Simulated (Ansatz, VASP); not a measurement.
# Two plane-wave programs on Si3W2

```
CELL_PARAMETERS angstrom
9.47844 0.00000 0.00000
0.00000 9.47844 0.00000
0.00000 0.00000 9.47844
ATOMIC_POSITIONS crystal
Si 0.25171 0.00000 0.00000
Si 0.74829 0.00000 0.00000
Si 0.00000 0.25171 0.00000
Si 0.00000 0.74829 0.00000
Si 0.00000 0.00000 0.25171
Si 0.00000 0.00000 0.74829
W 0.50000 0.00000 0.00000
W 0.00000 0.50000 0.00000
W 0.00000 0.00000 0.50000
W 0.00000 0.00000 0.00000
```

Alike in both runs: functional PBE; k mesh 4 × 4 × 4; occupations gaussian, width 0.1 eV; no spin polarisation.

Ansatz relaxed the structure, and its values are those at the end. VASP's run is a single point on that final structure, the one shown.

|  | VASP | Ansatz |
| --- | --- | --- |
| version | VASP 6.6.1 | Ansatz 0.2.0 |
| potentials or method | VASP PAW PBE potentials, release 64 (Si, W_sv), cutoff 520 eV | scalar-relativistic, plane waves, PAW |
| valence electrons in the cell | 80 | 80 |

```csv
,VASP,Ansatz,Ansatz less VASP
gap on the k mesh at the Fermi level (eV),none,none,-
pressure (GPa),0.0,0.0,-0.01
rms of the force components (eV/Å),0.006,0.003,-0.0030
```

A gap of «none» marks a metal or a gap that the smearing closes.

Neither program's run includes spin-orbit coupling.
